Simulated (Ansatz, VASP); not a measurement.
**Hf in VASP and in Ansatz**

Contents of INCAR:

```
SYSTEM = Hf
PREC     = Accurate       ! precision mode
ENCUT    = 520            ! plane-wave cutoff, eV
EDIFF    = 1E-6           ! SCF threshold, eV
ISMEAR   = -1             ! smearing method
SIGMA    = 0.05           ! smearing width, eV
LREAL    = .FALSE.        ! projectors in reciprocal space
LASPH    = .TRUE.         ! aspherical terms in the spheres
NELM     = 60             ! most SCF steps
ALGO     = Normal         ! electronic algorithm
ISIF     = 2              ! what is computed and relaxed
LWAVE    = .FALSE.        ! write WAVECAR
LCHARG   = .TRUE.         ! write CHGCAR
LELF     = .TRUE.         ! ELF
LVHAR    = .TRUE.       
NBANDS   = 11             ! bands
```

Contents of KPOINTS:

```
Automatic mesh
0
G
  10 10 10
  0 0 0
```

The input POSCAR:

```
Hf
1.0
   -1.8050000000      1.8050000000      1.8050000000
    1.8050000000     -1.8050000000      1.8050000000
    1.8050000000      1.8050000000     -1.8050000000
Hf
1
Direct
    0.0000000000      0.0000000000      0.0000000000
```

Contents of input.yaml:

```yaml
crystal:
  lattice:
    - [-1.805, 1.805, 1.805]
    - [1.805, -1.805, 1.805]
    - [1.805, 1.805, -1.805]
  atoms:
    - { symbol: Hf, position: [0.0, 0.0, 0.0] }
kpoints:
  mp_grid: { grid: [10, 10, 10] }
  band_path:
    path:
      - [0.0, 0.0, 0.0]
      - [0.5, -0.5, 0.5]
      - [0.0, 0.0, 0.5]
      - [0.0, 0.0, 0.0]
      - [0.25, 0.25, 0.25]
      - [0.5, -0.5, 0.5]
    npoints: 10
scf:
  occupations: { method: fermi_dirac, width: 0.05 }
hamiltonian:
  xc: lda
  pseudopotentials: { kind: all_electron, lapw: { basis_error: 0.001 } }
output:
  forces: true
  stress: true
  eigenvalues: true
```

Alike in both runs: functional LDA; k mesh 10 × 10 × 10; occupations fermi-dirac, width 0.05 eV; no spin polarisation.

```csv
,VASP,Ansatz
version,VASP 6.6.1,Ansatz 0.2.0
potentials or method,"VASP PAW LDA potentials, release 64 (Hf_pv), cutoff 520 eV","all-electron LAPW, scalar-relativistic"
task,single point,band structure
```

|  | VASP | Ansatz | Ansatz less VASP |
| --- | --- | --- | --- |
| gap on the k mesh at the Fermi level (eV) | none | none | - |
| pressure (GPa) | -12.6 | -12.6 | 0.00 |

LDA's correlation is that of Perdew and Zunger in VASP and of Perdew and Wang (1992) in Ansatz. A gap of «none» marks a metal or a gap that the smearing closes. Ansatz ran all-electron here, and VASP with PAW potentials.

Spin-orbit coupling is off throughout.
